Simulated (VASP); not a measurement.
Input of a VASP 6.6.1 run:

The input INCAR:

```
PREC = Accurate
ENCUT = 520
EDIFF = 1E-7
ISMEAR = -1
SIGMA = 0.1
LREAL = F
LASPH = T
NELM = 80
ALGO = Normal
ISIF = 2
LWAVE = F
LCHARG = F
GGA = PE
NBANDS = 11
```

KPOINTS

```
Automatic mesh
0
Gamma
  14 14 14
```

Contents of POSCAR:

```
Ba
1.0
    0.0000000000      3.0904806861      3.0904806861
    3.0904806861      0.0000000000      3.0904806861
    3.0904806861      3.0904806861      0.0000000000
Ba
1
Direct
    0.0000000000      0.0000000000      0.0000000000
```

Potentials or basis: VASP PAW PBE potentials, release 64 (Ba_sv).

The run is started by

```sh
$ cat potpaw_PBE.64/Ba_sv/POTCAR > POTCAR
$ mpirun -np 1 vasp_std > vasp.out
```

(1) Predict the band gap on the k mesh.

(2) Estimate the pressure.

## Answers

(1) zero (bands 5 and 6 overlap by 0.38 eV).

(2) 0.8 GPa.

Caveat: spin-orbit coupling is left out, which moves the levels of the heavy elements.
